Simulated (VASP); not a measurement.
Input of a VASP 6.6.1 run:

Contents of INCAR:

```
PREC = Accurate ; ENCUT = 600
EDIFF = 1E-6 ; ISMEAR = 0
SIGMA = 0.01 ; LREAL = F
LASPH = T ; NELM = 100
ALGO = Normal ; ISIF = 3
LWAVE = F ; LCHARG = F
GGA = PE ; IBRION = 2
NSW = 80 ; EDIFFG = -0.03
PSTRESS = 200.0
```

File KPOINTS:

```
Automatic mesh
0
Gamma
  6 6 6
```

Contents of POSCAR:

```
KMgF3
1.0
    3.9859000000      0.0000000000      0.0000000000
    0.0000000000      3.9859000000      0.0000000000
    0.0000000000      0.0000000000      3.9859000000
K Mg F
1 1 3
Direct
    0.5000000000      0.5000000000      0.5000000000
    0.0000000000      0.0000000000      0.0000000000
    0.5000000000      0.0000000000      0.0000000000
    0.0000000000      0.5000000000      0.0000000000
    0.0000000000      0.0000000000      0.5000000000
```

Potentials or basis: VASP PAW PBE potentials, release 64 (K_sv, Mg, F).

Launch:

```bash
$ cat potpaw_PBE.64/K_sv/POTCAR potpaw_PBE.64/Mg/POTCAR potpaw_PBE.64/F/POTCAR > POTCAR
$ mpirun -np 1 vasp_std > vasp.out
```

Q: What does it give for the space group after relaxing (to 0.1 Å)?

A: Pm-3m (No. 221).

Q: What does it give for the band gap on the k mesh?

A: 8.54 eV (least direct gap 8.85 eV).

Q: What does it give for the relaxed volume?

A: 10.92 Å³/atom.

The path:
```
step  energy change (eV)  largest force (eV/Å)  pressure (GPa)  volume (Å³)
   1              0.0000                0.0000            3.25        63.33
   2              0.9712                0.0000           28.27        51.95
   3              0.5765                0.0000           20.03        54.59
```

Caveat: the cell is relaxed towards a set pressure, so the run minimises the enthalpy, not the energy. A k mesh can miss the band edges.
